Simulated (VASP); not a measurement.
A run of VASP 6.6.1 is set up as follows.

The input INCAR:

```
SYSTEM = WC
ALGO = Normal
EDIFF = 1E-6
ENCUT = 520
GGA = PE
ISIF = 2
ISMEAR = 0
LASPH = .TRUE.
LCHARG = .FALSE.
LREAL = .FALSE.
LWAVE = .FALSE.
NBANDS = 16
NELM = 80
PREC = Accurate
SIGMA = 0.1
```

Contents of KPOINTS:

```
k-points
0
G
  20 20 20
  0 0 0
```

POSCAR

```
WC
1.0
    0.0000000000      2.3492989600      2.3492989600
    2.3492989600      0.0000000000      2.3492989600
    2.3492989600      2.3492989600      0.0000000000
W C
1 1
Direct
    0.0000000000      0.0000000000      0.0000000000
    0.2500000000      0.2500000000      0.2500000000
```

Potentials or basis: VASP PAW PBE potentials, release 64 (W_sv, C).

Command:

```bash
$ cat potpaw_PBE.64/W_sv/POTCAR potpaw_PBE.64/C/POTCAR > POTCAR
$ mpirun -np 1 vasp_std > vasp.out
```

Q: Estimate the pressure.

A: 0.7 GPa.

Q: Predict the band gap on the k mesh.

A: Zero (band 9 reaches 9.68 eV, above the bottom of band 10 at 8.56 eV).

Caveat: spin-orbit coupling is left out, which moves the levels of the heavy elements.
